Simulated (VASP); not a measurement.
Runs of VASP 6.6.1 on La. The structure is that of space group Im-3m (No. 229), or close to it. The cells are those of the table. 

```tsv
task	level	potentials or basis	spin	cell	k mesh	cutoff (eV)	gap on the mesh (eV)	pressure (GPa)
relaxation of cell and atoms	PBEsol	VASP PAW PBE potentials, release 64 (La)	off	relaxed to 20 GPa from a = 3.679 Å, angles 109.5°, 1 atom	9 × 9 × 9	600	none	20.0
single point	PBE	VASP PAW PBE potentials, release 64 (La)	off	a = 3.703 Å, angles 109.5°, 1 atom	9 × 9 × 9	520	none	-1.0
single point	LDA	VASP PAW LDA potentials, release 64 (La)	off	a = 3.679 Å, angles 109.5°, 1 atom	9 × 9 × 9	520	none	-3.9
single point	PBEsol	VASP PAW PBE potentials, release 64 (La)	off	a = 3.629 Å, angles 109.5°, 1 atom	9 × 9 × 9	520	none	-1.7
single point	PBEsol	VASP PAW PBE potentials, release 64 (La)	off	a = 3.727 Å, angles 109.5°, 1 atom	9 × 9 × 9	520	none	-3.3
single point	PBEsol	VASP PAW PBE potentials, release 64 (La)	off	a = 3.703 Å, angles 109.2, 109.2, 110.0°, 1 atom	7 × 7 × 7	520	none	(a)
single point	PBEsol	VASP PAW PBE potentials, release 64 (La)	non-collinear, zero start, SOC	a = 3.679 Å, angles 109.5°, 1 atom	9 × 9 × 9	520	-	-2.6
single point	PBEsol	VASP PAW PBE potentials, release 64 (La)	off	a = 3.552 Å, angles 109.5°, 1 atom	9 × 9 × 9	520	none	(b)
```

Alike in all rows: smearing fermi-dirac 0.05 eV.

Question: Estimate the missing entries.

Answer: (a) -2.7; (b) 0.0.

Caveats: spin-orbit coupling is left out, which moves the levels of the heavy elements (some runs); the PAW data sets were made with another functional, which shifts forces and pressure a little (some runs); the cell is relaxed towards a set pressure, so the enthalpy falls and the energy may rise (some runs).

A k mesh can miss the band edges, and rows without SOC leave out spin-orbit coupling on La.

A gap of «none» marks levels without a gap at the run's occupations.
